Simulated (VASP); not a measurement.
TiO2: single point with r2SCAN

The system is TiO2.

```
CELL_PARAMETERS angstrom
4.71109 0.00000 0.00000
0.00000 4.71109 0.00000
0.00000 0.00000 2.98088
ATOMIC_POSITIONS crystal
Ti 0.00000 0.00000 0.00000
Ti 0.50000 0.50000 0.50000
O 0.30740 0.30740 0.00000
O 0.19260 0.80740 0.50000
O 0.69260 0.69260 0.00000
O 0.80740 0.19260 0.50000
```

* Program: VASP 6.6.1
* Task: single point
* Functional: r2SCAN
* Potentials or basis: VASP PAW PBE potentials, release 64 (Ti_sv, O)
* Cutoff: 660 eV
* k mesh: 6 × 6 × 10
* Occupations: gaussian, width 0.02 eV
* Spin: no spin polarisation
* Dipole correction: no
* Further INCAR settings: ALGO = Normal; EDIFF = 1e-06; NBANDS = 33

```yaml
Pressure: -10.6 GPa
Largest_force: 0.051 eV/Å
Band_gap_on_the_k_mesh: 2.21 eV
```

Forces in eV/Å, atoms in the order of the input:
```
Ti   0.000  0.000  0.000
Ti   0.000  0.000  0.000
O   -0.036 -0.036  0.000
O    0.036 -0.036  0.000
O    0.036  0.036  0.000
O   -0.036  0.036  0.000
```

Stress tensor (GPa, compression positive):
```
-10.82   0.00   0.00
  0.00 -10.82   0.00
  0.00   0.00 -10.09
```

Levels at points of the mesh, in eV from the valence-band top:
```
           k point  band 21  band 22  band 23  band 24  band 25  band 26  band 27  band 28
(0.00, 0.00, 0.00)    -0.66    -0.40    -0.40     0.00     2.21     2.55     2.80     2.82
(0.50, 0.00, 0.00)    -1.47    -1.47    -0.69    -0.69     2.86     2.86     3.24     3.24
(0.50, 0.50, 0.00)    -1.22    -1.22    -0.99    -0.99     2.25     2.25     2.84     2.84
(0.00, 0.00, 0.50)    -2.03    -2.03    -1.41    -1.41     3.13     3.13     3.50     3.50
(0.50, 0.00, 0.50)    -1.94    -1.94    -0.94    -0.94     2.26     2.26     3.52     3.52
(0.50, 0.50, 0.50)    -1.10    -1.10    -0.70    -0.70     2.83     2.83     3.50     3.50
```

Wall time 8.9 min on 1 thread of AMD EPYC 7R13 Processor (Zen 3), with other jobs on the host, peak memory 0.28 GiB.

Caveat: the cell stands under tension; the PAW data sets were made with another functional, which shifts forces and pressure a little. A k mesh can miss the band edges.
